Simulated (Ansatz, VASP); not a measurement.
**Two plane-wave programs on AlGa3N4**

```xyz
8
Lattice="5.1424 0.0000 0.0000 0.0000 3.1650 0.0000 -0.0035 0.0000 5.4785" Properties=species:S:1:pos:R:3 pbc="T T T"
Al    0.0008    1.5825    3.6561
Ga    2.5655    1.5825    1.8349
Ga    2.5633    0.0000    4.5557
Ga    5.1411    0.0000    0.9104
N     0.6142    1.5825    1.8632
N     0.6021    0.0000    4.5273
N     3.1900    0.0000    0.9106
N     3.2437    1.5825    3.6558
```

Alike in both runs: task single point; functional PBEsol; k mesh 6 × 8 × 6; occupations gaussian, width 0.02 eV; no spin polarisation.

```csv
,VASP,Ansatz
version,VASP 6.6.1,Ansatz 0.2.0
potentials or method,"VASP PAW PBE potentials, release 64 (Al, Ga_d, N), cutoff 520 eV","scalar-relativistic, plane waves, PAW"
valence electrons in the cell,62,62
```

Ansatz gave:

```
gap on the k mesh at the Fermi level (eV) : 2.36
least direct gap on the mesh (eV)         : 2.36
pressure (GPa)                            : 0.0
rms of the force components (eV/Å)        : 0.002
```

**Question.** What did VASP give for the same quantities?

**Answer.** gap on the k mesh at the Fermi level (eV): 2.38; least direct gap on the mesh (eV): 2.38; pressure (GPa): -0.2; rms of the force components (eV/Å): 0.004.

VASP's potentials were made for PBE, not for PBEsol. Atom by atom the forces differ by 0.004 eV/Å (rms over components).
